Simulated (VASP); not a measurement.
# GaN (P6_3mc) in VASP: further runs, part 2 of 2

VASP 6.6.1. The steps go on from the part before.

### 4 Vibrations by perturbation theory, PBEsol

This run uses another cell than the first one, of 11.37 Å³/atom, 1.015 times its volume.

INCAR

```
SYSTEM = GaN
ALGO = Normal ; EDIFF = 1E-8
ENCUT = 520 ; GGA = PS
IBRION = 8 ; ISIF = 2
ISMEAR = 0 ; LASPH = .True.
LCHARG = .False. ; LEPSILON = .True.
LREAL = .False. ; LWAVE = .False.
NBANDS = 26 ; NELM = 60
NSW = 1 ; PREC = Accurate
SIGMA = 0.01
```

KPOINTS

```
k-points
0
Gamma
  6 6 4
  0 0 0
```

POSCAR

```
GaN
1.0
    3.1825745928      0.0000000000      0.0000000000
   -1.5912872964      2.7561904468      0.0000000000
    0.0000000000      0.0000000000      5.1854102058
Ga N
2 2
Direct
    0.3333333333      0.6666666667     -0.0008061558
    0.6666666667      0.3333333333      0.4991938442
    0.3333333333      0.6666666667      0.3758061558
    0.6666666667      0.3333333333      0.8758061558
```

Potentials or basis: VASP PAW PBE potentials, release 64 (Ga_d, N).

Command:

```console
cat potpaw_PBE.64/Ga_d/POTCAR potpaw_PBE.64/N/POTCAR > POTCAR
mpirun -np 1 vasp_std > vasp.out
```

OUTCAR:

```text
SYSTEM = GaN
   EDIFF = 1E-8
   ENCUT = 520
   GGA = PS
   IBRION = 8
   ISIF = 2
   ISMEAR = 0
   LASPH = .True.
   LEPSILON = .True.
   LREAL = .False.
   NELM = 60
   NSW = 1
   PREC = Accurate

 ion  position               nearest neighbor table
   1  0.333  0.667  0.999-   4 1.95   4 1.95   4 1.95   3 1.95
   2  0.667  0.333  0.499-   3 1.95   3 1.95   3 1.95   4 1.95
[... 1037 lines left out ...]
             X         Y         Z           dx          dy          dz
     -0.000000  1.837460  5.181230     0.000000    0.000000   -0.645408
      1.591287  0.918730  2.588525     0.000000    0.000000   -0.645408
     -0.000000  1.837460  1.948709     0.000000    0.000000   -0.288875
      1.591287  0.918730  4.541414     0.000000    0.000000   -0.288875

--------------------------------------------------------------------------------------------------------

 MACROSCOPIC STATIC DIELECTRIC TENSOR IONIC CONTRIBUTION
 ------------------------------------------------------
           4.378248     0.000000    -0.000000
           0.000000     4.378248    -0.000000
          -0.000000    -0.000000     5.224742
 ------------------------------------------------------

 ELASTIC MODULI CONTR FROM IONIC RELAXATION (kBar)
 Direction    XX          YY          ZZ          XY          YZ          ZX
 --------------------------------------------------------------------------------
 XX        -591.2476    269.0193    302.8006      0.0000     -0.0000     -0.0000
 YY         269.0193   -591.2476    302.8006     -0.0000     -0.0000      0.0000
 ZZ         302.8006    302.8006   -569.0885      0.0000     -0.0000     -0.0000
 XY           0.0000     -0.0000      0.0000   -430.1335     -0.0000      0.0000
 YZ          -0.0000     -0.0000     -0.0000     -0.0000   -139.2444     -0.0000
 ZX          -0.0000      0.0000     -0.0000     -0.0000     -0.0000   -151.3034
 --------------------------------------------------------------------------------

 PIEZOELECTRIC TENSOR IONIC CONTR  for field in x, y, z        (C/m^2)
          XX          YY          ZZ          XY          YZ          ZX
  --------------------------------------------------------------------------------
  x    -0.00000     0.00000    -0.00000     0.00000    -0.00000    -0.76586
  y     0.00000     0.00000    -0.00000    -0.00000    -0.73470    -0.00000
  z    -0.86332    -0.86332     1.62254    -0.00000     0.00000     0.00000
```

stdout:

```text
POSCAR found type information on POSCAR GaN
 POSCAR found :  2 types and       4 ions
 scaLAPACK will be used
 -----------------------------------------------------------------------------
|                                                                             |
[... 106 lines left out ...]
 LRF_COMMUTATOR internal error: the vector H(1)-e(1) S(1) |phi(0)> is not orthog
 onal to |phi(0)> (1.209082485226498E-004,3.441691376337985E-015)
 LRF_COMMUTATOR internal error: the vector H(1)-e(1) S(1) |phi(0)> is not orthog
 onal to |phi(0)> (-1.312078397839710E-004,-4.822531263215524E-015)
 LRF_COMMUTATOR internal error: the vector H(1)-e(1) S(1) |phi(0)> is not orthog
 onal to |phi(0)> (-1.312078397541734E-004,2.134638986183414E-015)
 LRF_COMMUTATOR internal error: the vector H(1)-e(1) S(1) |phi(0
```

It took 5 min on 1 thread of Intel Xeon 6975P-C (Granite Rapids), shared host; peak memory 0.36 GiB.

What came out:

```
Electronic dielectric tensor (diagonal)                 : 6.30, 6.30, 6.29
Born charges (mean of the diagonal)                     : Ga +2.67; N -2.67 e
Highest phonon frequency at Γ, LO-TO splitting left out : 677 cm⁻¹
```

Phonon frequencies in cm⁻¹ (negative: imaginary):
```csv
q point,frequencies
"(0.000, 0.000, 0.000)",0 0 0 137 137 329 518 542 542 550 550 677
```

Electronic dielectric tensor:
```
6.30 0.00 0.00
0.00 6.30 0.00
0.00 0.00 6.29
```

Born effective charge tensors (e):
atom 1, Ga
```
2.63 0.00 0.00
0.00 2.63 0.00
0.00 0.00 2.75
```
atom 2, Ga
```
2.63 0.00 0.00
0.00 2.63 0.00
0.00 0.00 2.75
```
atom 3, N
```
-2.63  0.00  0.00
 0.00 -2.63  0.00
 0.00  0.00 -2.75
```
atom 4, N
```
-2.63  0.00  0.00
 0.00 -2.63  0.00
 0.00  0.00 -2.75
```

Caveat: the k points lie up to 0.38 Å⁻¹ apart; the PAW data sets were made with another functional, which shifts forces and pressure a little.

### 5 Vibrations by perturbation theory, PBEsol (volume scaled by 1.015)

INCAR

```
SYSTEM = GaN
PREC = Accurate ; ENCUT = 520
EDIFF = 1E-8 ; ISMEAR = 0
SIGMA = 0.01 ; LREAL = .FALSE.
LASPH = .TRUE. ; NELM = 100
ALGO = Normal ; ISIF = 2
LWAVE = .FALSE. ; LCHARG = .TRUE.
GGA = PS ; NBANDS = 26
IBRION = 8 ; NSW = 1
```

KPOINTS

```
Automatic mesh
0
G
  6 6 4
  0 0 0
```

POSCAR

```
GaN
1.0
    3.1984085579      0.0000000000      0.0000000000
   -1.5992042790      2.7699030628      0.0000000000
    0.0000000000      0.0000000000      5.2112086912
Ga N
2 2
Direct
    0.3333333333      0.6666666667     -0.0008315640
    0.6666666667      0.3333333333      0.4991684360
    0.3333333333      0.6666666667      0.3758315640
    0.6666666667      0.3333333333      0.8758315640
```

Potentials or basis: VASP PAW PBE potentials, release 64 (Ga_d, N).

Command:

```console
cat potpaw_PBE.64/Ga_d/POTCAR potpaw_PBE.64/N/POTCAR > POTCAR
mpirun -np 1 vasp_std > vasp.out
```

OUTCAR:

```text
SYSTEM = GaN
   PREC = Accurate
   ENCUT = 520
   EDIFF = 1E-8
   ISMEAR = 0
   LREAL = .FALSE.
   LASPH = .TRUE.
   NELM = 100
   ISIF = 2
   GGA = PS
   IBRION = 8
   NSW = 1

 ion  position               nearest neighbor table
   1  0.333  0.667  0.999-   4 1.96   4 1.96   4 1.96   3 1.96
   2  0.667  0.333  0.499-   3 1.96   3 1.96   3 1.96   4 1.96
   3  0.333  0.667  0.376-   2 1.96   2 1.96   2 1.96   1 1.96
   4  0.667  0.333  0.876-   1 1.96   1 1.96   1 1.96   2 1.96
[... 885 lines left out ...]
  4Y    -0.000000   10.960392    0.000000   -0.000000    1.080689    0.000000   -0.000000    0.616016   -0.000000    0.000000  -12.657096    0.000000
  4Z     0.000000   -0.000000    4.764491    0.000000   -0.000000    6.222146    0.000000   -0.000000    5.845296    0.000000    0.000000  -16.831932

 Eigenvectors and eigenvalues of the dynamical matrix
 ----------------------------------------------------

   1 f  =   19.907347 THz   125.081552 2PiTHz  664.037629 cm-1    82.330136 meV
             X         Y         Z           dx          dy          dz
     -0.000000  1.846602  5.206875    -0.000000    0.000000    0.027303
      1.599204  0.923301  2.601271    -0.000000    0.000000   -0.027303
     -0.000000  1.846602  1.958537    -0.000000    0.000000   -0.706579
      1.599204  0.923301  4.564141     0.000000   -0.000000    0.706579
[... 71 lines left out ...]
  12 f/i=    0.019143 THz     0.120281 2PiTHz    0.638551 cm-1     0.079170 meV
             X         Y         Z           dx          dy          dz
     -0.000000  1.846602  5.206875    -0.192595    0.616233   -0.000000
      1.599204  0.923301  2.601271    -0.192595    0.616233   -0.000000
     -0.000000  1.846602  1.958537    -0.086026    0.275253   -0.000000
      1.599204  0.923301  4.564141    -0.086026    0.275253   -0.000000

--------------------------------------------------------------------------------------------------------

 ELASTIC MODULI CONTR FROM IONIC RELAXATION (kBar)
 Direction    XX          YY          ZZ          XY          YZ          ZX
 --------------------------------------------------------------------------------
 XX        -516.4123    240.9915    257.7091      0.0000     -0.0000     -0.0000
 YY         240.9915   -516.4123    257.7091      0.0000     -0.0000      0.0000
 ZZ         257.7091    257.7091   -482.2728     -0.0000      0.0000      0.0000
 XY           0.0000      0.0000     -0.0000   -378.7019     -0.0000      0.0000
 YZ          -0.0000      0.0000      0.0000      0.0000   -118.8255      0.0000
 ZX          -0.0000      0.0000      0.0000      0.0000      0.0000   -129.5837
 --------------------------------------------------------------------------------
```

OSZICAR:

```text
N       E                     dE             d eps       ncg     rms          rms(c)
DAV:   1     0.270323758762E+03    0.27032E+03   -0.17342E+04  1198   0.255E+03
DAV:   2     0.527606739825E+01   -0.26505E+03   -0.25054E+03  1180   0.489E+02
DAV:   3    -0.287132689115E+02   -0.33989E+02   -0.33517E+02  1320   0.141E+02
DAV:   4    -0.298305837158E+02   -0.11173E+01   -0.11135E+01  1264   0.276E+01
[... 97 lines left out ...]
RMM:  10    -0.246349287546E+00   -0.69124E-07    0.61397E-07  2462   0.271E-04    0.115E-05
RMM:  11    -0.246349322189E+00   -0.34642E-07    0.39023E-07  2540   0.128E-04    0.498E-06
RMM:  12    -0.246349358860E+00   -0.36671E-07    0.45983E-08  2456   0.803E-05    0.151E-06
RMM:  13    -0.246349359977E+00   -0.11170E-08    0.34651E-08  2579   0.653E-05    0.423E-07
 Linear response finished
```

stdout:

```text
POSCAR found type information on POSCAR GaN
 POSCAR found :  2 types and       4 ions
 scaLAPACK will be used
 -----------------------------------------------------------------------------
|                                                                             |
|                                                                             |
|     You enforced a specific xc type in the INCAR file but a different       |
|     I HOPE YOU KNOW WHAT YOU ARE DOING!                                     |
|                                                                             |
 -----------------------------------------------------------------------------

 LDA part: xc-table for (Slater+PW92), standard interpolation
 POSCAR, INCAR and KPOINTS ok, starting setup
 FFT: planning ... GRIDC
 FFT: planning ... GRID_SOFT
 FFT: planning ... GRID
 WAVECAR not read
 entering main loop
 Linear response reoptimize wavefunctions to high precision
 Linear response DOF=           4
 Linear response progress:
 first order change of Fermi-energy   0.13535E-02
 force on displaced ion       1 direction 1 : -12.321   0.003  -0.000
 Linear response progress:
 first order change of Fermi-energy   0.47197E-01
 force on displaced ion       1 direction 3 :  -0.000  -0.000 -18.924
 Linear response progress:
 first order change of Fermi-energy  -0.15502E-02
 force on displaced ion       3 direction 1 : -12.657  -0.000   0.000
 Linear response progress:
 first order change of Fermi-energy  -0.47187E-01
 force on displaced ion       3 direction 3 :   0.000  -0.000 -16.832
 Linear response finished
```

It took 3.3 min on 1 thread of Intel Xeon 6975P-C (Granite Rapids), shared host; peak memory 0.35 GiB.

What came out:

| Quantity | Value |
| --- | --- |
| Highest phonon frequency at Γ, LO-TO splitting left out | 664 cm⁻¹ |

Phonon frequencies in cm⁻¹ (negative: imaginary):
| q point | frequencies |
| --- | --- |
| (0.000, 0.000, 0.000) | -1 -1 0 136 136 323 506 530 530 537 537 664 |

Caveat: the k points lie up to 0.38 Å⁻¹ apart; the cell differs from its parent crystal (volume scaled by 1.015); the cell wasn't relaxed at this level first, which shifts response properties; the PAW data sets were made with another functional, which shifts forces and pressure a little.
